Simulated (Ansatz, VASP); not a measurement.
# One calculation of Sb, two programs

```
CELL_PARAMETERS angstrom
2.16062 1.24744 3.69678
-2.16062 1.24744 3.69678
0.00000 -2.49487 3.69678
ATOMIC_POSITIONS crystal
Sb 0.23539 0.23539 0.23539
Sb 0.76461 0.76461 0.76461
```

Alike in both runs: functional PBEsol; k mesh 9 × 9 × 9; occupations fermi-dirac, width 0.05 eV; no spin polarisation.

Ansatz relaxed the structure, and its values are those at the end. VASP's run is a single point on that final structure, the one shown.

|  | VASP | Ansatz |
| --- | --- | --- |
| version | VASP 6.6.1 | Ansatz 0.2.0 |
| potentials or method | VASP PAW PBE potentials, release 64 (Sb) | PAW with Ansatz's default frozen-core files, scalar-relativistic |
| plane-wave cutoff (eV) | 520 | 420 |
| valence electrons in the cell | 10 | 30 |

```tsv
	VASP	Ansatz	Ansatz less VASP
pressure (GPa)	0.2	0.0	-0.18
rms of the force components (eV/Å)	0.027	0.001	-0.0252
```

VASP's potentials were made for PBE, not for PBEsol. VASP's potentials hold 10 valence electrons a cell and Ansatz's 30, so a difference there can come from the potentials and not from the codes.

Neither program's run includes spin-orbit coupling.
